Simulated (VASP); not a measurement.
Here is a VASP 6.6.1 calculation.

File INCAR:

```
SYSTEM = Cu
  PREC = Accurate
  ENCUT = 600
  EDIFF = 1E-6
  ISMEAR = -1
  SIGMA = 0.05
  LREAL = .False.
  LASPH = .True.
  NELM = 80
  ALGO = Normal
  ISIF = 8
  LWAVE = .False.
  LCHARG = .False.
  GGA = CA
  IBRION = 2
  NSW = 80
  EDIFFG = -0.01
```

Contents of KPOINTS:

```
Automatic mesh
0
Gamma
  11 11 11
  0 0 0
```

The input POSCAR:

```
Cu
1.0
    0.0000000000      1.8075000000      1.8075000000
    1.8075000000      0.0000000000      1.8075000000
    1.8075000000      1.8075000000      0.0000000000
Cu
1
Direct
    0.0000000000      0.0000000000      0.0000000000
```

Potentials or basis: VASP PAW LDA potentials, release 64 (Cu).

The run is started by

```sh
$ cat potpaw_LDA.64/Cu/POTCAR > POTCAR
$ mpirun -np 1 vasp_std > vasp.out
```

Problem. Estimate the space group after relaxing (to 0.05 Å).

Solution. Fm-3m (No. 225).

Problem. Estimate the relaxed volume.

Solution. 10.93 Å³/atom.

Problem. Estimate the relaxed cell.

Solution. a = 2.491 Å, b = 2.491 Å, c = 2.491 Å, α = 60.00°, β = 60.00°, γ = 60.00°.

The path:
| step | energy change (eV) | largest force (eV/Å) | pressure (GPa) | volume (Å³) |
| --- | --- | --- | --- | --- |
| 1 | 0.0000 | 0.0000 | -11.95 | 11.81 |
| 2 | -0.0178 | 0.0000 | 11.03 | 10.37 |
| 3 | -0.0359 | 0.0000 | -0.08 | 10.93 |

LDA usually gives volumes a few per cent too small. Zero-point motion and thermal expansion aren't in these numbers.
